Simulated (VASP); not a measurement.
# Zr5TiN6 (P1) in VASP: relaxation of cell and atoms with PBE

Aim: the relaxation of cell and atoms of Zr5TiN6 with PBE.

Everything below comes from runs of VASP 6.6.1. Logs are shortened: lines on timing, memory, paths and dates and some standing lists are left out, and cuts for length are marked.

**1. The cell of the first run**

The typed cell holds 12 atoms: a = 3.245 Å, b = 3.246 Å, c = 13.762 Å, α = 87.87°, β = 91.09°, γ = 89.04°.

**2. Relaxation of cell and atoms, PBE**

Contents of INCAR:

```
  ALGO = Normal
  EDIFF = 1E-7
  EDIFFG = -0.025
  ENCUT = 600
  GGA = PE
  IBRION = 2
  ISIF = 3
  ISMEAR = 0
  LASPH = T
  LCHARG = F
  LREAL = F
  LWAVE = F
  NELM = 60
  NSW = 80
  PREC = Accurate
  SIGMA = 0.2
```

Contents of KPOINTS:

```
k-points
0
Gamma
  6 6 2
```

Contents of POSCAR:

```
Zr5TiN6
1.0
    3.2443361891      0.0275952939     -0.0312596623
    0.0275952939      3.2454130632      0.0606449747
   -0.1323290694      0.2567236006     13.7593379830
Zr Ti N
5 1 6
Direct
    0.0666463976      0.0044352902      0.8363973316
    0.4717686163      0.5047430329      0.0133585019
    0.0910094859      0.0047364297      0.1750000297
    0.5250273807      0.4417901815      0.3348064320
    0.5026220615      0.5509416048      0.6710505292
    0.0045627217     -0.0753325518      0.5010758468
   -0.1008139477     -0.0530906111     -0.0041839961
    0.5377376914      0.5239005960      0.1702129688
   -0.0287967895      0.0252973844      0.3293018571
    0.4271702024      0.5046223196      0.4965623356
    0.0081941514      0.0373435087      0.6531200784
    0.4948720283      0.5306128151      0.8232980851
```

Potentials or basis: VASP PAW PBE potentials, release 64 (Zr_sv, Ti_sv, N).

Launch:

```bash
$ cat potpaw_PBE.64/Zr_sv/POTCAR potpaw_PBE.64/Ti_sv/POTCAR potpaw_PBE.64/N/POTCAR > POTCAR
$ mpirun -np 1 vasp_std > vasp.out
```

OUTCAR:

```text
EDIFF = 1E-7
   EDIFFG = -0.025
   ENCUT = 600
   GGA = PE
   IBRION = 2
   ISIF = 3
   ISMEAR = 0
   LASPH = T
   LREAL = F
   NELM = 60
   NSW = 80
   PREC = Accurate

 ion  position               nearest neighbor table
   1  0.067  0.004  0.836-  12 2.07  12 2.22   7 2.27  12 2.44  12 2.50  11 2.52   5 3.11   2 3.13
                             5 3.20   2 3.25   5 3.30   5 3.33   2 3.50   2 3.56
   2  0.472  0.505  0.013-   7 2.02   8 2.17   7 2.29   7 2.33  12 2.62   7 2.63   3 3.00   3 3.07
                             1 3.13   1 3.25   3 3.33   3 3.44   1 3.50   1 3.56
   3  0.091  0.005  0.175-   8 2.12   9 2.17   8 2.24   8 2.40   8 2.44   7 2.55   2 3.00   4 3.00
                             2 3.07   4 3.11   4 3.24   2 3.33   4 3.39   2 3.44
   4  0.525  0.442  0.335-   9 1.97   9 2.27  10 2.27   8 2.27   9 2.40   9 2.59   3 3.00   3 3.11
                             6 3.16   6 3.21   3 3.24   6 3.30   6 3.30   3 3.39
   5  0.503  0.551  0.671-  12 2.09  11 2.24  11 2.31  11 2.34  11 2.35  10 2.42   6 3.02   6 3.10
                             1 3.11   1 3.20   1 3.30   1 3.33
   6  0.005  0.925  0.501-  10 1.92  11 2.14  10 2.34  10 2.35   5 3.02   5 3.10   4 3.16   4 3.21
                             4 3.30   4 3.30
   7  0.899  0.947  0.996-   2 2.02   1 2.27   2 2.29   2 2.33   3 2.55   2 2.63
   8  0.538  0.524  0.170-   3 2.12   2 2.17   3 2.24   4 2.27   3 2.40   3 2.44
   9  0.971  0.025  0.329-   4 1.97   3 2.17   4 2.27   4 2.40   4 2.59
  10  0.427  0.505  0.497-   6 1.92   4 2.27   6 2.34   6 2.35   5 2.42
  11  0.008  0.037  0.653-   6 2.14   5 2.24   5 2.31   5 2.34   5 2.35   1 2.52
  12  0.495  0.531  0.823-   1 2.07   5 2.09   1 2.22   1 2.44   1 2.50   2 2.62

  LATTYP: Found a triclinic cell.
 ALAT       =     3.2460969277
 B/A-ratio  =     1.4257321328
 C/A-ratio  =     4.2396666762
 COS(alpha) =     0.0127424926
 COS(beta)  =     0.0372466710
 COS(gamma) =     0.7131885451

  Lattice vectors:

 A1 = (  -0.0275952939,  -3.2454130632,  -0.0606449747)
 A2 = (  -3.2719314830,  -3.2730083571,  -0.0293853124)
 A3 = (   0.1323290694,  -0.2567236006, -13.7593379830)

Analysis of symmetry for initial positions (statically):
=====================================================================
 Subroutine PRICEL returns:
 Original cell was already a primitive cell.

 Routine SETGRP: Setting up the symmetry group for a
 triclinic supercell.

 Subroutine GETGRP returns: Found  1 space group operations
 (whereof  1 operations were pure point group operations)
 out of a pool of  2 trial point group operations.

The static configuration has the point symmetry C_1 .

Analysis of symmetry for dynamics (positions and initial velocities):
=====================================================================
 Subroutine PRICEL returns:
 Original cell was already a primitive cell.

 Routine SETGRP: Setting up the symmetry group for a
 triclinic supercell.

 Subroutine GETGRP returns: Found  1 space group operations
 (whereof  1 operations were pure point group operations)
 out of a pool of  2 trial point group operations.

The dynamic configuration has the point symmetry C_1 .

 Subroutine INISYM returns: Found  1 space group operations
 (whereof  1 operations are pure point group operations),
 and found     1 'primitive' translations

----------------------------------------------------------------------------------------

                                     Primitive cell

  volume of cell :     144.8001

  direct lattice vectors                    reciprocal lattice vectors
     3.244336189  0.027595294 -0.031259662     0.308281286 -0.002677609  0.003014824
     0.027595294  3.245413063  0.060644975    -0.002677609  0.308257911 -0.005777270
    -0.132329069  0.256723601 13.759337983     0.000712182 -0.001364745  0.072710228

  length of vectors
     3.244604132  3.246096928 13.762368972     0.308307655  0.308323671  0.072726522

  position of ions in fractional coordinates (direct lattice)
     0.066646398  0.004435290  0.836397332
     0.471768616  0.504743033  0.013358502
     0.091009486  0.004736430  0.175000030
     0.525027381  0.441790181  0.334806432
     0.502622061  0.550941605  0.671050529
     0.004562722  0.924667448  0.501075847
     0.899186052  0.946909389  0.995816004
     0.537737691  0.523900596  0.170212969
     0.971203211  0.025297384  0.329301857
     0.427170202  0.504622320  0.496562336
     0.008194151  0.037343509  0.653120078
     0.494872028  0.530612815  0.823298085

  ion indices of the primitive-cell ions
   primitive index   ion index
                 1           1
                 2           2
                 3           3
                 4           4
                 5           5
                 6           6
                 7           7
                 8           8
                 9           9
                10          10
                11          11
                12          12

----------------------------------------------------------------------------------------

 KPOINTS: k-points

Automatic generation of k-mesh.
 Grid dimensions read from file:
 generate k-points for:    6    6    2

 Generating k-lattice:

  Cartesian coordinates                     Fractional coordinates (reciprocal lattice)
     0.051380214 -0.000446268  0.000502471     0.166666667  0.000000000  0.000000000
    -0.000446268  0.051376319 -0.000962878    -0.000000000  0.166666667 -0.000000000
     0.000356091 -0.000682373  0.036355114     0.000000000  0.000000000  0.500000000

  Length of vectors
     0.051384609  0.051387279  0.036363261

  Shift w.r.t. Gamma in fractional coordinates (k-lattice)
     0.000000000  0.000000000  0.000000000

 Subroutine IBZKPT returns following result:
 ===========================================

 Found     40 irreducible k-points:

 Following reciprocal coordinates:
            Coordinates               Weight
  0.000000  0.000000  0.000000      1.000000
  0.166667  0.000000 -0.000000      2.000000
  0.333333  0.000000 -0.000000      2.000000
  0.500000 -0.000000 -0.000000      1.000000
  0.000000  0.166667  0.000000      2.000000
  0.166667  0.166667 -0.000000      2.000000
[... 16 lines left out ...]
  0.333333 -0.000000  0.500000      2.000000
  0.500000 -0.000000  0.500000      1.000000
 [... further k-points ...]
   k-points           NKPTS =     40   k-points in BZ     NKDIM =     40   number of bands    NBANDS=     61
   number of dos      NEDOS =    301   number of ions     NIONS =     12
   total plane-waves  NPLWV =  87808
   dimension x,y,z NGX =    28 NGY =   28 NGZ =  112
   dimension x,y,z NGXF=    56 NGYF=   56 NGZF=  224
   ions per type =               5   1   6
   NGX,Y,Z   is equivalent  to a cutoff of  14.35, 14.34, 13.53 a.u.
   NGXF,Y,Z  is equivalent  to a cutoff of  28.69, 28.68, 27.06 a.u.
 SYSTEM =  unknown system
   PREC   = accura    normal or accurate (medium, high low for compatibility)
   ISTART =      0    job   : 0-new  1-cont  2-samecut
   ICHARG =      2    charge: 1-file 2-atom 10-const
   ISPIN  =      1    spin polarized calculation?
   LNONCOLLINEAR =      F non collinear calculations
   LSORBIT =      F    spin-orbit coupling
   LASPH  =      T    aspherical Exc in radial PAW
   ENCUT  =  600.0 eV  44.10 Ry    6.64 a.u.   6.48  6.48 27.49*2*pi/ulx,y,z
   NELM   =     60;   NELMIN=  2; NELMDL= -5     # of ELM steps
   EDIFF  = 0.1E-06   stopping-criterion for ELM
   LREAL  =      F    real-space projection
   EDIFFG = -.3E-01   stopping-criterion for IOM
   NSW    =     80    number of steps for IOM
   IBRION =      2    ionic relax: 0-MD 1-quasi-New 2-CG
   NFREE  =      1    steps in history (QN), initial steepest desc. (CG)
   ISIF   =      3    stress and relaxation
   ISYM   =      2    0-nonsym 1-usesym 2-fastsym
   POTIM  = 0.5000    time-step for ionic-motion
   TEBEG  =    0.0;   TEEND  =   0.0 temperature during run
   PSTRESS=    0.0 pullay stress
   NELECT =     102.0000    total number of electrons
   NUPDOWN=      -1.0000    fix difference up-down
   EMIN   =  10.00;   EMAX   =-10.00  energy-range for DOS
   EFERMI =   0.00;   METHOD = LEGACY
   ISMEAR =     0;   SIGMA  =   0.20  broadening in eV -4-tet -1-fermi 0-gaus
   EFERMI_NEDOS =   21; number of points for ismear=-14 and -15
   IALGO  =     38    algorithm
   IMIX   =      4    mixing-type and parameters
     AMIX     =   0.40;   BMIX     =  1.00
     AMIX_MAG =   1.60;   BMIX_MAG =  1.00
  volume/ion in A,a.u.               =      12.07        81.43
  Fermi-wavevector in a.u.,A,eV,Ry     =   1.456639  2.752648 28.868801  2.121797
  Thomas-Fermi vector in A             =   2.573534
   LORBIT       =      0    0 simple, 1 ext, 2 COOP (PROOUT), +10 PAW based schemes
   GGA     = PE    functional components
   LHFCALC =     F    Hartree Fock is set to
   AEXX    =    0.0000 exact exchange contribution
   IVDW    =     0    specifies the selected vdW correction
   LEPSILON=     F    determine dielectric tensor
   LRPA    =     F    only Hartree local field effects (RPA)
 conjugate gradient relaxation of ions
 non-spin polarized calculation
 Gauss-broadening in eV      SIGMA  =   0.20
  energy-cutoff  :      600.00
  volume of cell :      144.80
 maximum number of plane-waves:      4875
 NGX is ok and might be reduce to    28
   NGX = 13   NGY = 13   NGZ = 55

--------------------------------------- Ionic step        1  -------------------------------------------

 number of electron     102.0000000 magnetization

 Free energy of the ion-electron system (eV)
  ---------------------------------------------------
  ext. energy  EPLUGINS =         0.00000000
  ---------------------------------------------------
  free energy    TOTEN  =      -117.63001038 eV

  energy without entropy =     -117.53553362  energy(sigma->0) =     -117.58277200

------------------------ aborting loop because EDIFF is reached ----------------------------------------

  FORCE on cell =-STRESS in cart. coord.  units (eV):
  Direction    XX          YY          ZZ          XY          YZ          ZX
  --------------------------------------------------------------------------------------
  -------------------------------------------------------------------------------------
  Total        4.0398480      5.0738654      3.9028467     -5.4325950     -3.5258416      0.8093194
  in kB       44.6999148     56.1410605     43.1840294    -60.1103141    -39.0125615      8.9549187
  external PRESSURE =      48.0083349 kB  Pullay stress =       0.0000000 kB
[... 119 lines left out ...]
  FREE ENERGIE OF THE ION-ELECTRON SYSTEM (eV)
  ---------------------------------------------------
  free  energy   TOTEN  =      -119.9200312464 eV

  energy  without entropy=     -119.8268085273  energy(sigma->0) =     -119.87341989

[... ionic steps 4 to 23 ...]

--------------------------------------- Ionic step       24  -------------------------------------------

 number of electron     102.0000004 magnetization

------------------------ aborting loop because EDIFF is reached ----------------------------------------

  FORCE on cell =-STRESS in cart. coord.  units (eV):
  Direction    XX          YY          ZZ          XY          YZ          ZX
  --------------------------------------------------------------------------------------
  -------------------------------------------------------------------------------------
  Total       -0.0137837     -0.0276748     -0.0071418      0.0572622      0.0074702      0.0023469
  in kB       -0.1562348     -0.3136873     -0.0809504      0.6490532      0.0846731      0.0266021
  external PRESSURE =      -0.1836242 kB  Pullay stress =       0.0000000 kB
[... 77 lines left out ...]
  energy  without entropy=     -121.1460084596  energy(sigma->0) =     -121.18405606

--------------------------------------- Ionic step       26  -------------------------------------------

 number of electron     102.0000004 magnetization

 Free energy of the ion-electron system (eV)
  ---------------------------------------------------
  ext. energy  EPLUGINS =         0.00000000
  ---------------------------------------------------
  free energy    TOTEN  =      -121.22217139 eV

  energy without entropy =     -121.14606654  energy(sigma->0) =     -121.18411897

 E-fermi :  11.6589     XC(G=0): -12.5024

 val. band max:       11.6223603932   @ k =   0.1667   0.0000  -0.0000
 cond. band min:      11.6700303677   @ k =  -0.0000  -0.0000   0.5000
 fundamental gap:      0.0476699745
 Fermi energy:        11.6588828088

 k-point     1 :       0.0000    0.0000    0.0000
  band No.  band energies     occupation
      1     -46.2763      2.00000
      2     -37.8655      2.00000
      3     -37.8109      2.00000
      4     -37.7486      2.00000
      5     -37.6894      2.00000
      6     -37.6813      2.00000
[... 1525 lines left out ...]
     60      14.6990      0.00000
     61      14.7187      0.00000

 [... further k-points ...]

------------------------ aborting loop because EDIFF is reached ----------------------------------------

  FORCE on cell =-STRESS in cart. coord.  units (eV):
  Direction    XX          YY          ZZ          XY          YZ          ZX
  --------------------------------------------------------------------------------------
  -------------------------------------------------------------------------------------
  Total       -0.0044220     -0.0142692     -0.0025413      0.0285771      0.0046266      0.0025168
  in kB       -0.0501246     -0.1617455     -0.0288064      0.3239282      0.0524436      0.0285283
  external PRESSURE =      -0.0802255 kB  Pullay stress =       0.0000000 kB
[... 27 lines left out ...]
  FREE ENERGIE OF THE ION-ELECTRON SYSTEM (eV)
  ---------------------------------------------------
  free  energy   TOTEN  =      -121.2221713940 eV

  energy  without entropy=     -121.1460665385  energy(sigma->0) =     -121.18411897

 reached required accuracy - stopping structural energy minimisation
```

Wall time 1.9 h (1 thread of Intel Xeon 6975P-C (Granite Rapids), shared host); peak memory 0.54 GiB.

Results:

- Free energy: -121.2222 eV
- Relaxed volume: 11.78 Å³/atom
- Relaxed cell: a = 3.219 Å, b = 3.219 Å, c = 13.639 Å, α = 90.00°, β = 90.00°, γ = 90.01°
- Space group after relaxing (to 0.1 Å): P4/mmm (No. 123)
- Energy gained by relaxing: 299.3 meV/atom
- Ionic steps: 26
- Pressure after relaxing: 0.0 GPa
- Largest force after relaxing: 0.025 eV/Å
- Band gap on the k mesh: zero (bands 51 and 52 overlap by 3.28 eV)

Forces on the atoms (eV/Å):
```
Zr   0.002 -0.006 -0.001
Zr  -0.015  0.006  0.007
Zr  -0.009 -0.003 -0.009
Zr   0.002 -0.013  0.005
Zr   0.003  0.001 -0.001
Ti  -0.007  0.005  0.007
N    0.010 -0.005  0.008
N    0.008  0.006  0.005
N    0.006  0.011  0.003
N   -0.005 -0.006 -0.024
N    0.003  0.002 -0.003
N   -0.001  0.003  0.002
```

The path:
```csv
step,energy change (eV),largest force (eV/Å),pressure (GPa),volume (Å³)
1,0.0000,3.9828,4.80,144.80
2,-2.2859,1.2481,-14.81,152.41
3,-2.2900,1.3909,-14.21,151.96
4,-2.2662,2.1826,21.78,132.32
5,-3.0452,1.4388,0.91,141.49
6,-3.3827,0.7119,1.18,140.89
7,-3.4362,0.5632,1.88,140.53
8,-3.5406,0.3449,-2.86,143.06
9,-3.5407,0.3379,-2.72,142.98
10,-3.5624,0.2290,2.42,140.05
11,-3.5730,0.2605,0.49,141.10
12,-3.5839,0.0944,0.19,141.24
13,-3.5843,0.1226,0.13,141.27
14,-3.5868,0.0850,-0.25,141.48
15,-3.5876,0.0613,-0.61,141.68
16,-3.5890,0.0571,-0.12,141.41
17,-3.5892,0.0659,0.16,141.25
18,-3.5898,0.0465,0.14,141.26
19,-3.5908,0.0491,0.08,141.30
20,-3.5908,0.0610,0.06,141.31
21,-3.5914,0.0431,-0.10,141.40
22,-3.5917,0.0333,-0.38,141.55
23,-3.5920,0.0345,-0.19,141.45
24,-3.5921,0.0366,-0.02,141.35
25,-3.5921,0.0364,-0.03,141.36
26,-3.5922,0.0248,-0.01,141.34
```

Final structure:
```
Zr Ti N
1.0
     3.21915   -0.00009    0.00051
    -0.00044    3.21929   -0.00054
    -0.00222    0.00133   13.63885
Zr Ti N
5 1 6
Direct
  0.99993 0.00011 0.83064
  0.50027 0.49993 0.99994
  0.00009 0.00000 0.16938
  0.49986 0.50022 0.34001
  0.49987 0.49993 0.66003
  0.00029 0.99983 0.49997
  0.99994 0.00012 0.99995
  0.49987 0.49985 0.16902
  0.99978 0.99985 0.33964
  0.50026 0.50028 0.50011
  0.99985 0.99990 0.66036
  0.49999 0.49997 0.83093
```

The gap in the log of VASP goes by the Fermi energy; the results here count the filled bands.